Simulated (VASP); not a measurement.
TaN: single point with PBE

TaN:

```
CELL_PARAMETERS angstrom
3.23685 0.00000 0.00000
-1.61842 2.80319 0.00000
0.00000 0.00000 5.55508
ATOMIC_POSITIONS crystal
Ta 0.33333 0.66667 0.03049
Ta 0.66667 0.33333 0.53049
N 0.33333 0.66667 0.35451
N 0.66667 0.33333 0.85451
```

This cell differs from its parent crystal: volume 12.601 Å^3 an atom, c/a of the conventional cell 1.7162.

```yaml
Program: VASP 6.6.1
Task: single point
Functional: PBE
Potentials_or_basis: VASP PAW PBE potentials, release 64 (Ta_pv, N)
Cutoff: 520 eV
k_mesh: 18 × 18 × 8
Occupations: gaussian, width 0.15 eV
Spin: no spin polarisation
```

The pressure is 25.6 GPa and the largest force is 4.202 eV/Å. The band gap on the k mesh is zero (band 16 reaches 7.50 eV, above the bottom of band 17 at 6.59 eV).

Forces in eV/Å, atoms in the order of the input:
```
Ta   0.000  0.000 -4.202
Ta   0.000  0.000 -4.202
N    0.000  0.000  4.202
N    0.000  0.000  4.202
```

Stress tensor (GPa, compression positive):
```
 2.52  0.00  0.00
 0.00  2.52  0.00
 0.00  0.00 71.66
```

Levels at points of the mesh, in eV from the Fermi level:
| k point | band 13 | band 14 | band 15 | band 16 | band 17 | band 18 | band 19 | band 20 |
| --- | --- | --- | --- | --- | --- | --- | --- | --- |
| (0.00, 0.00, 0.00) | -5.01 | -5.01 | -1.13 | -0.60 | -0.30 | -0.30 | 1.95 | 1.95 |
| (0.50, 0.00, 0.00) | -4.91 | -3.99 | -2.42 | -0.27 | 1.75 | 2.22 | 2.71 | 2.94 |
| (0.00, 0.00, 0.50) | -5.75 | -5.75 | 0.62 | 0.62 | 0.97 | 0.97 | 0.97 | 0.97 |
| (0.50, 0.00, 0.50) | -5.45 | -5.45 | -0.47 | -0.47 | 2.00 | 2.00 | 2.98 | 2.98 |

It took 54 s on 1 thread of Intel(R) Xeon(R) 6975P-C (Granite Rapids), with other jobs on the host, peak memory 0.31 GiB.

Caveat: spin-orbit coupling is left out, which moves the levels of the heavy elements; forces of over 1 eV/Å act on the atoms, so gaps and moduli don't describe the material at rest.
